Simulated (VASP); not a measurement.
# Ga3O2 (P-3m1) in VASP: a series of runs

Runs on Ga3O2. Level: PBE. Tasks: relaxation of cell and atoms.

Everything below comes from runs of VASP 6.6.1. Logs are shortened: lines on timing, memory, paths and dates and some standing lists are left out, and cuts for length are marked.

**1. The cell of the first run**

Symmetry: P-3m1, No. 164, trigonal system. Conventional cell: a = 3.665 Å, b = 3.665 Å, c = 5.702 Å, α = 90.00°, β = 90.00°, γ = 120.00°. Ga (site symmetry -3m) has 6 O at 2.54 Å and 6 Ga at 2.93 Å within 3.3 Å. Within 3.0 Å of Ga (site symmetry 3m) lie 4 O at 2.21 to 2.28 Å and 6 Ga at 2.69 to 2.93 Å. Within 2.9 Å of O (site symmetry 3m) lie 7 Ga at 2.21 to 2.54 Å.

**2. Relaxation of cell and atoms, PBE**

File INCAR:

```
PREC = Accurate ; ENCUT = 600
EDIFF = 1E-6 ; ISMEAR = 0
SIGMA = 0.1 ; LREAL = F
LASPH = T ; NELM = 80
ALGO = Normal ; ISIF = 3
LWAVE = F ; LCHARG = F
GGA = PE ; IBRION = 2
NSW = 90 ; EDIFFG = -0.04
```

File KPOINTS:

```
regular mesh
0
Gamma
  6 6 4
```

File POSCAR:

```
Ga3O2
1.0
    3.6646430208      0.0000000000      0.0000000000
   -1.8323215104      3.1736739518      0.0000000000
    0.0000000000      0.0000000000      5.7015892683
Ga O
3 2
Direct
    0.0000000000      0.0000000000      0.0000000000
    0.3333333333      0.6666666667      0.6450000000
    0.6666666667      0.3333333333      0.3550000000
    0.3333333333      0.6666666667      0.2450000000
    0.6666666667      0.3333333333      0.7550000000
```

Potentials or basis: VASP PAW PBE potentials, release 64 (Ga_d, O).

The run is started by

```console
$ cat potpaw_PBE.64/Ga_d/POTCAR potpaw_PBE.64/O/POTCAR > POTCAR
$ mpirun -np 1 vasp_std > vasp.out
```

OUTCAR:

```text
PREC = Accurate
   ENCUT = 600
   EDIFF = 1E-6
   ISMEAR = 0
   LREAL = F
   LASPH = T
   NELM = 80
   ISIF = 3
   GGA = PE
   IBRION = 2
   NSW = 90
   EDIFFG = -0.04

 ion  position               nearest neighbor table
   1  0.000  0.000  0.000-
   2  0.333  0.667  0.645-   5 2.21   5 2.21   5 2.21   4 2.28   3 2.69   3 2.69   3 2.69
   3  0.667  0.333  0.355-   4 2.21   4 2.21   4 2.21   5 2.28   2 2.69   2 2.69   2 2.69
   4  0.333  0.667  0.245-   3 2.21   3 2.21   3 2.21   2 2.28
   5  0.667  0.333  0.755-   2 2.21   2 2.21   2 2.21   3 2.28

  LATTYP: Found a hexagonal cell.
 ALAT       =     3.6646430208
 C/A-ratio  =     1.5558375634

  Lattice vectors:

 A1 = (   3.6646430208,   0.0000000000,   0.0000000000)
 A2 = (  -1.8323215104,   3.1736739518,   0.0000000000)
 A3 = (   0.0000000000,   0.0000000000,   5.7015892683)

Analysis of symmetry for initial positions (statically):
=====================================================================
 Subroutine PRICEL returns:
 Original cell was already a primitive cell.

 Routine SETGRP: Setting up the symmetry group for a
 hexagonal supercell.

 Subroutine GETGRP returns: Found 12 space group operations
 (whereof 12 operations were pure point group operations)
 out of a pool of 24 trial point group operations.

The static configuration has the point symmetry D_3d.

Analysis of symmetry for dynamics (positions and initial velocities):
=====================================================================
 Subroutine PRICEL returns:
 Original cell was already a primitive cell.

 Routine SETGRP: Setting up the symmetry group for a
 hexagonal supercell.

 Subroutine GETGRP returns: Found 12 space group operations
 (whereof 12 operations were pure point group operations)
 out of a pool of 24 trial point group operations.

The dynamic configuration has the point symmetry D_3d.

 Subroutine INISYM returns: Found 12 space group operations
 (whereof 12 operations are pure point group operations),
 and found     1 'primitive' translations

----------------------------------------------------------------------------------------

                                     Primitive cell

  volume of cell :      66.3117

  direct lattice vectors                    reciprocal lattice vectors
     3.664643021  0.000000000  0.000000000     0.272877875  0.157546115  0.000000000
    -1.832321510  3.173673952  0.000000000     0.000000000  0.315092229  0.000000000
[... 94 lines left out ...]
   IBRION =      2    ionic relax: 0-MD 1-quasi-New 2-CG
   NFREE  =      1    steps in history (QN), initial steepest desc. (CG)
   ISIF   =      3    stress and relaxation
   ISYM   =      2    0-nonsym 1-usesym 2-fastsym
   POTIM  = 0.5000    time-step for ionic-motion
   TEBEG  =    0.0;   TEEND  =   0.0 temperature during run
   PSTRESS=    0.0 pullay stress
   NELECT =      51.0000    total number of electrons
   NUPDOWN=      -1.0000    fix difference up-down
   EMIN   =  10.00;   EMAX   =-10.00  energy-range for DOS
   EFERMI =   0.00;   METHOD = LEGACY
   ISMEAR =     0;   SIGMA  =   0.10  broadening in eV -4-tet -1-fermi 0-gaus
   EFERMI_NEDOS =   21; number of points for ismear=-14 and -15
   IALGO  =     38    algorithm
   IMIX   =      4    mixing-type and parameters
     AMIX     =   0.40;   BMIX     =  1.00
     AMIX_MAG =   1.60;   BMIX_MAG =  1.00
  volume/ion in A,a.u.               =      13.26        89.50
  Fermi-wavevector in a.u.,A,eV,Ry     =   1.499921  2.834439 30.609865  2.249762
  Thomas-Fermi vector in A             =   2.611488
   LORBIT       =      0    0 simple, 1 ext, 2 COOP (PROOUT), +10 PAW based schemes
   GGA     = PE    functional components
   LHFCALC =     F    Hartree Fock is set to
   AEXX    =    0.0000 exact exchange contribution
   IVDW    =     0    specifies the selected vdW correction
   LEPSILON=     F    determine dielectric tensor
   LRPA    =     F    only Hartree local field effects (RPA)
 conjugate gradient relaxation of ions
 non-spin polarized calculation
 Gauss-broadening in eV      SIGMA  =   0.10
  energy-cutoff  :      600.00
  volume of cell :       66.31
 maximum number of plane-waves:      2249
 NGX is ok and might be reduce to    30
   NGX = 15   NGY = 15   NGZ = 23

--------------------------------------- Ionic step        1  -------------------------------------------

 number of electron      51.0000004 magnetization

 Free energy of the ion-electron system (eV)
  ---------------------------------------------------
  ext. energy  EPLUGINS =         0.00000000
  ---------------------------------------------------
  free energy    TOTEN  =       -19.79698186 eV

  energy without entropy =      -19.77985062  energy(sigma->0) =      -19.78841624

------------------------ aborting loop because EDIFF is reached ----------------------------------------

  FORCE on cell =-STRESS in cart. coord.  units (eV):
  Direction    XX          YY          ZZ          XY          YZ          ZX
  --------------------------------------------------------------------------------------
  -------------------------------------------------------------------------------------
  Total        5.3594874      5.3594874      7.2019521      0.0000000      0.0000000      0.0000000
  in kB      129.4922952    129.4922952    174.0086755      0.0000000      0.0000000      0.0000000
  external PRESSURE =     144.3310886 kB  Pullay stress =       0.0000000 kB
[... 98 lines left out ...]
  FREE ENERGIE OF THE ION-ELECTRON SYSTEM (eV)
  ---------------------------------------------------
  free  energy   TOTEN  =       -20.3736053718 eV

  energy  without entropy=      -20.3660315665  energy(sigma->0) =      -20.36981847

[... ionic steps 4 to 26 ...]

--------------------------------------- Ionic step       27  -------------------------------------------

 number of electron      50.9999982 magnetization

------------------------ aborting loop because EDIFF is reached ----------------------------------------
[... 73 lines left out ...]
--------------------------------------- Ionic step       29  -------------------------------------------

 number of electron      50.9999987 magnetization

 Free energy of the ion-electron system (eV)
  ---------------------------------------------------
  ext. energy  EPLUGINS =         0.00000000
  ---------------------------------------------------
  free energy    TOTEN  =       -23.42803060 eV

  energy without entropy =      -23.42294281  energy(sigma->0) =      -23.42548670

 E-fermi :   5.7518     XC(G=0): -11.2614

 val. band max:        5.6657323718   @ k =   0.5000   0.0000   0.0000
 cond. band min:       5.8316481678   @ k =   0.5000   0.0000   0.2500
 fundamental gap:      0.1659157960
 Fermi energy:         5.7518424065

 k-point     1 :       0.0000    0.0000    0.0000
  band No.  band energies     occupation
      1     -14.6499      2.00000
      2     -14.0856      2.00000
      3      -9.5504      2.00000
      4      -9.5504      2.00000
      5      -9.5265      2.00000
      6      -9.5265      2.00000
[... 813 lines left out ...]
  FREE ENERGIE OF THE ION-ELECTRON SYSTEM (eV)
  ---------------------------------------------------
  free  energy   TOTEN  =       -23.4280305989 eV

  energy  without entropy=      -23.4229428087  energy(sigma->0) =      -23.42548670

 reached required accuracy - stopping structural energy minimisation
```

OSZICAR:

```text
N       E                     dE             d eps       ncg     rms          rms(c)
DAV:   1     0.471649572625E+03    0.47165E+03   -0.27443E+04  1594   0.340E+03
DAV:   2     0.540340187025E+02   -0.41762E+03   -0.40532E+03  1550   0.641E+02
DAV:   3    -0.178132892425E+02   -0.71847E+02   -0.70315E+02  1622   0.192E+02
[... 322 lines left out ...]
DAV:   2    -0.234289032176E+02    0.12494E-02   -0.54202E-03  1772   0.107E+00    0.187E-01
DAV:   3    -0.234279932577E+02    0.90996E-03   -0.11834E-03  1798   0.560E-01    0.190E-02
DAV:   4    -0.234280288426E+02   -0.35585E-04   -0.43087E-04  1530   0.229E-01    0.105E-02
DAV:   5    -0.234280306784E+02   -0.18358E-05   -0.41787E-05  1978   0.548E-02    0.600E-03
DAV:   6    -0.234280305989E+02    0.79491E-07   -0.39700E-06  1342   0.524E-02
  29 F= -.23428031E+02 E0= -.23425487E+02  d E =-.527977E-03
```

It took 33 min on 1 thread of Intel Xeon 8259CL, shared host; peak memory 0.24 GiB.

Results:

```yaml
Free_energy: -23.4280 eV
Relaxed_volume: 13.48 Å³/atom
Relaxed_cell: a = 3.149 Å, b = 3.149 Å, c = 7.846 Å, α = 90.00°, β = 90.00°, γ = 120.00°
Space_group_after_relaxing_to_0.1_Å: P-3m1 (No. 164)
Pressure_after_relaxing: 0.0 GPa
Largest_force_after_relaxing: 0.025 eV/Å
Band_gap_on_the_k_mesh: zero (an odd number of electrons rules out a gap without spin polarisation)
```

Forces on the atoms (eV/Å):
```
Ga   0.000  0.000  0.000
Ga   0.000  0.000 -0.005
Ga   0.000  0.000  0.005
O    0.000  0.000  0.025
O    0.000  0.000 -0.025
```

Final structure:
```xyz
5
Lattice="3.1489 0.0000 0.0000 -1.5745 2.7271 0.0000 0.0000 0.0000 7.8460" Properties=species:S:1:pos:R:3 pbc="T T T"
Ga    0.0000    0.0000    0.0000
Ga    0.0000    1.8180    5.6688
Ga    1.5745    0.9090    2.1773
O     0.0000    1.8180    2.8721
O     1.5745    0.9090    4.9740
```

Levels at points of the mesh, in eV from the Fermi level:
| k point | band 21 | band 22 | band 23 | band 24 | band 25 | band 26 | band 27 | band 28 | band 29 | band 30 |
| --- | --- | --- | --- | --- | --- | --- | --- | --- | --- | --- |
| (0.00, 0.00, 0.00) | -3.84 | -3.84 | -3.52 | -3.52 | -1.18 | -0.54 | 2.75 | 6.70 | 7.77 | 7.77 |
| (0.50, 0.00, 0.00) | -4.98 | -4.98 | -4.44 | -3.43 | -2.54 | -0.09 | 0.43 | 3.67 | 4.80 | 5.10 |
| (0.00, 0.00, 0.50) | -3.84 | -3.71 | -3.52 | -3.52 | -3.05 | 1.04 | 2.53 | 6.25 | 7.88 | 7.88 |
| (0.50, 0.00, 0.50) | -4.60 | -4.53 | -4.46 | -4.32 | -3.05 | 0.41 | 0.70 | 3.51 | 4.75 | 4.83 |

Caveat: a cell axis changed by over 15 % at a fixed basis, so the end point is rough; an odd number of electrons without spin polarisation forces a metal; a magnetic or distorted state may lie lower.

**3. Relaxation of cell and atoms, PBE**

This run uses another cell than the first one, of 14.67 Å³/atom.

File INCAR:

```
SYSTEM = Ga3O2
PREC = Accurate
ENCUT = 600
EDIFF = 1E-7
ISMEAR = 0
SIGMA = 0.1
LREAL = .FALSE.
LASPH = .TRUE.
NELM = 60
ALGO = Normal
ISIF = 3
LWAVE = .FALSE.
LCHARG = .FALSE.
GGA = PE
IBRION = 2
NSW = 100
EDIFFG = -0.01
```

File KPOINTS:

```
regular mesh
0
G
  12 12 4
  0 0 0
```

File POSCAR:

```
Ga3O2
1.0
    3.0804035244      0.0000000000      0.0000000000
   -1.5402017622      2.6677077060      0.0000000000
    0.0000000000      0.0000000000      8.9230391239
Ga O
3 2
Direct
    0.0000000000      0.0000000000      0.0000000000
    0.3333333333      0.6666666667      0.7429404391
    0.6666666667      0.3333333333      0.2570595609
    0.3333333333      0.6666666667      0.3412999881
    0.6666666667      0.3333333333      0.6587000119
```

Potentials or basis: VASP PAW PBE potentials, release 64 (Ga_d, O).

The run is started by

```console
$ cat potpaw_PBE.64/Ga_d/POTCAR potpaw_PBE.64/O/POTCAR > POTCAR
$ mpirun -np 1 vasp_std > vasp.out
```

It took 43 min on 1 thread of Intel Xeon 8259CL, shared host; peak memory 0.34 GiB.

Results (log left out):

```yaml
Free_energy: -23.6939 eV
Relaxed_volume: 14.70 Å³/atom
Relaxed_cell: a = 3.093 Å, b = 3.093 Å, c = 8.873 Å, α = 90.00°, β = 90.00°, γ = 120.00°
Space_group_after_relaxing_to_0.1_Å: P-3m1 (No. 164)
Energy_gained_by_relaxing: 0.5 meV/atom
Ionic_steps: 7
Pressure_after_relaxing: 0.0 GPa
Largest_force_after_relaxing: 0.009 eV/Å
Band_gap_on_the_k_mesh: zero (an odd number of electrons rules out a gap without spin polarisation)
```

Forces in eV/Å, atoms in the order of the input:
```
Ga   0.000  0.000  0.000
Ga   0.000  0.000  0.009
Ga   0.000  0.000 -0.009
O    0.000  0.000  0.003
O    0.000  0.000 -0.003
```

Step by step:
```tsv
step	energy change (eV)	largest force (eV/Å)	pressure (GPa)	volume (Å³)
1	0.0000	0.0653	0.66	73.33
2	-0.0016	0.0938	-0.55	73.97
3	-0.0019	0.0600	-0.18	73.77
4	-0.0025	0.0184	-0.10	73.71
5	-0.0026	0.0241	-0.08	73.67
6	-0.0027	0.0161	-0.01	73.58
7	-0.0027	0.0092	0.04	73.51
```

Final structure:
```yaml
crystal:
  lattice:
    - [3.09293, 0.00000, 0.00000]
    - [-1.54646, 2.67855, 0.00000]
    - [0.00000, 0.00000, 8.87284]
  atoms:
    - { symbol: Ga, position: [0.00000, 0.00000, 0.00000] }
    - { symbol: Ga, position: [0.33333, 0.66667, 0.74340] }
    - { symbol: Ga, position: [0.66667, 0.33333, 0.25660] }
    - { symbol: O, position: [0.33333, 0.66667, 0.34093] }
    - { symbol: O, position: [0.66667, 0.33333, 0.65907] }
```

Levels at points of the mesh, in eV from the Fermi level:
| k point | band 23 | band 24 | band 25 | band 26 | band 27 | band 28 |
| --- | --- | --- | --- | --- | --- | --- |
| (0.00, 0.00, 0.00) | -3.63 | -3.63 | -1.96 | -0.73 | 2.34 | 5.36 |
| (0.50, 0.00, 0.00) | -4.65 | -3.91 | -2.97 | -0.27 | 0.26 | 3.30 |
| (0.00, 0.00, 0.50) | -3.63 | -3.63 | -2.91 | 0.12 | 1.94 | 5.65 |
| (0.50, 0.00, 0.50) | -4.66 | -4.21 | -3.09 | -0.09 | 0.38 | 3.29 |

Caveat: an odd number of electrons without spin polarisation forces a metal; a magnetic or distorted state may lie lower.

The gap in the log of VASP goes by the Fermi energy; the results here count the filled bands.